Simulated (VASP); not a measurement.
Runs of VASP 6.6.1 on B. The structure is that of space group P-3m1 (No. 164), or close to it. The cells are those of the table. 

```csv
task,cell,k mesh,cutoff (eV),gap on the mesh (eV),pressure (GPa),relaxed volume (Å³/atom),largest force (eV/Å)
single point,"a = 2.397, b = 2.397, c = 9.257 Å, angles 90.0, 90.0, 120.0°, 7 atoms",6 × 6 × 2,520,none,-0.1,-,0.02
relaxation of cell and atoms,"relaxed from a = 2.474, b = 2.474, c = 9.665 Å, angles 90.0, 90.0, 120.0°, 7 atoms",6 × 6 × 2,600,-,0.1,(b),0.02
single point,"a = 2.351, b = 2.351, c = 9.494 Å, angles 90.0, 90.0, 120.0°, 7 atoms",18 × 18 × 4,520,none,-0.1,-,-
relaxation of cell and atoms,"relaxed from a = 2.337, b = 2.337, c = 9.581 Å, angles 90.0, 90.0, 120.0°, 7 atoms",18 × 18 × 4,600,-,0.0,6.49,0.01
single point,"a = 2.337, b = 2.337, c = 9.581 Å, angles 90.0, 90.0, 120.0°, 7 atoms",12 × 12 × 2,520,none,0.0,-,0.01
relaxation of cell and atoms,"relaxed from a = 2.397, b = 2.397, c = 9.257 Å, angles 90.0, 90.0, 120.0°, 7 atoms",12 × 12 × 2,600,-,-0.2,6.48,0.03
single point,"a = 2.474, b = 2.474, c = 9.665 Å, angles 90.0, 90.0, 120.0°, 7 atoms",6 × 6 × 2,520,none,(a),-,0.31
```

Alike in all rows: level PBE; potentials or basis VASP PAW PBE potentials, release 64 (B); no spin polarisation; smearing gaussian 0.1 eV.

Question: Estimate the missing entries.

Answer: (a) -20.5; (b) 6.57.

Caveats: some runs use coarse meshes; the bands computed are all filled at some k points, so no gap is given (some runs).

A gap of «none» marks levels without a gap at the run's occupations.
